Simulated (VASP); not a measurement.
A run of VASP 6.6.1 is set up as follows.

File INCAR:

```
SYSTEM = Na2IBr
  ALGO = Normal
  EDIFF = 1E-6
  ENCUT = 520
  GGA = PE
  ISIF = 2
  ISMEAR = 0
  LASPH = .True.
  LCHARG = .False.
  LREAL = .False.
  LWAVE = .False.
  NBANDS = 22
  NELM = 80
  PREC = Accurate
  SIGMA = 0.01
```

Contents of KPOINTS:

```
k-points
0
Gamma
  6 6 6
  0 0 0
```

The input POSCAR:

```
Na2IBr
1.0
    2.2660411299      1.3082994563      7.3966194391
   -2.2660411299      1.3082994563      7.3966194391
    0.0000000000     -2.6165989127      7.3966194391
Br I Na
1 1 2
Direct
    1.0000000000      0.0000000000      0.0000000000
    0.5000000000      0.5000000000      0.5000000000
    0.2559007394      0.2559007394      0.2559007394
    0.7440992606      0.7440992606      0.7440992606
```

Potentials or basis: VASP PAW PBE potentials, release 64 (Br, I, Na_pv).

Command:

```bash
$ cat potpaw_PBE.64/Br/POTCAR potpaw_PBE.64/I/POTCAR potpaw_PBE.64/Na_pv/POTCAR > POTCAR
$ mpirun -np 1 vasp_std > vasp.out
```

Problem. Estimate the band gap on the k mesh.

Solution. 3.16 eV.

Problem. Estimate the pressure.

Solution. -0.8 GPa.

Problem. What does it give for the largest force?

Solution. 0.014 eV/Å.

Forces in eV/Å, atoms in the order of the input:
```
Br   0.000  0.000  0.000
I    0.000  0.000  0.000
Na   0.000  0.000 -0.014
Na   0.000  0.000  0.014
```

Caveat: spin-orbit coupling is left out, which moves the levels of the heavy elements. A k mesh can miss the band edges.
